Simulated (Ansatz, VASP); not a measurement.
One calculation of NbSb, two programs

The input INCAR:

```
ALGO = Normal ; EDIFF = 1E-6
ENCUT = 500 ; GGA = PE
GGA_COMPAT = False ; ISIF = 2
ISMEAR = 0 ; LASPH = True
LCHARG = False ; LREAL = False
LWAVE = False ; NBANDS = 16
NELM = 120 ; PREC = Accurate
SIGMA = 0.05
```

File KPOINTS:

```
k-points
0
Gamma
  10 10 10
```

POSCAR

```
NbSb
1.0
    0.0000000000      3.1884308143      3.1884308143
    3.1884308143      0.0000000000      3.1884308143
    3.1884308143      3.1884308143      0.0000000000
Nb Sb
1 1
Direct
    0.0000000000      0.0000000000      0.0000000000
    0.2500000000      0.2500000000      0.2500000000
```

Input for Ansatz:

```yaml
crystal:
  lattice:
    - [0.0, 3.1884308143, 3.1884308143]
    - [3.1884308143, 0.0, 3.1884308143]
    - [3.1884308143, 3.1884308143, 0.0]
  atoms:
    - { symbol: Nb, position: [0.0, 0.0, 0.0] }
    - { symbol: Sb, position: [0.25, 0.25, 0.25] }
basis:
  ecutwfc: 420
  ecutrho_ratio: 4
kpoints:
  mp_grid: { grid: [10, 10, 10] }
hamiltonian:
  xc: pbe
scf:
  occupations: { method: gaussian, width: 0.05 }
output:
  forces: true
  stress: true
  eigenvalues: true
  write_density: true
  write_potential: true
  elf: true
  volumetric_format: npy
```

Alike in both runs: task single point; functional PBE; k mesh 10 × 10 × 10; occupations gaussian, width 0.05 eV; no spin polarisation.

```csv
,VASP,Ansatz
version,VASP 6.6.1,Ansatz 0.2.0
potentials or method,"VASP PAW PBE potentials, release 64 (Nb_sv, Sb), cutoff 500 eV","scalar-relativistic, plane waves, PAW"
valence electrons in the cell,18,28
```

|  | VASP | Ansatz | Ansatz less VASP |
| --- | --- | --- | --- |
| gap on the k mesh at the Fermi level (eV) | none | none | - |
| pressure (GPa) | -2.6 | -2.5 | +0.06 |

A gap of «none» marks a metal or a gap that the smearing closes. The functional is the same, so the differences come from potentials, cutoffs and numerics. VASP's potentials hold 18 valence electrons a cell and Ansatz's 28, so a difference there can come from the potentials and not from the codes.

Spin-orbit coupling is off throughout.
